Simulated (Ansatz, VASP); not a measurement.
# Two plane-wave programs on P

```
P
1.0
     3.32936    0.00000    0.00000
     0.00000   35.35254    0.00000
     0.00000    0.00000    4.31779
P
4
Direct
  0.00000 0.96969 0.58262
  0.00000 0.03031 0.41738
  0.50000 0.03031 0.08262
  0.50000 0.96969 0.91738
```

Alike in both runs: task single point; functional PBEsol; k mesh 10 × 1 × 8; occupations gaussian, width 0.05 eV; no spin polarisation.

```csv
,VASP,Ansatz
version,VASP 6.6.1,Ansatz 0.2.0
potentials or method,"VASP PAW PBE potentials, release 64 (P), cutoff 520 eV","scalar-relativistic, plane waves, PAW"
valence electrons in the cell,20,20
```

|  | VASP | Ansatz | Ansatz less VASP |
| --- | --- | --- | --- |
| gap on the k mesh at the Fermi level (eV) | 0.46 | 0.45 | -0.012 |
| least direct gap on the mesh (eV) | 0.46 | 0.45 | -0.012 |
| rms of the force components (eV/Å) | 0.233 | 0.236 | +0.0032 |

VASP's potentials were made for PBE, not for PBEsol. Atom by atom the forces differ by 0.013 eV/Å (rms over components). With one functional, cell and mesh, what is left measures potentials, basis and numerics.
